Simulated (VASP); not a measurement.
Crystal: BeS.

```xyz
2
Lattice="0.0000 2.3613 2.4894 2.3613 0.0000 2.4894 2.3613 2.3613 0.0000" Properties=species:S:1:pos:R:3 pbc="T T T"
Be    0.0000    0.0000    0.0000
S     1.1806    1.1806    1.2447
```

This cell differs from its parent crystal: epitaxial xy strain -3.0%.

Program: VASP 6.6.1. Alike in all runs: task single point; potentials or basis VASP PAW PBE potentials, release 64 (Be, S); no spin polarisation; cell as given; cutoff (eV) 520.

Problem. Order these runs on this cell by their band gap on the k mesh, lowest first.
A. level PBE; k mesh 10 × 10 × 10; smearing fermi-dirac 0.02 eV
B. level HSE06; k mesh 6 × 6 × 6; smearing gaussian 0.01 eV; grid for exact exchange (PRECFOCK) Normal; screening parameter 0.2079 1/Å
C. level r2SCAN; k mesh 10 × 10 × 10; smearing gaussian 0.01 eV

Solution. A (2.81 eV), C (3.26 eV), B (3.74 eV).

A k mesh can miss the band edges.
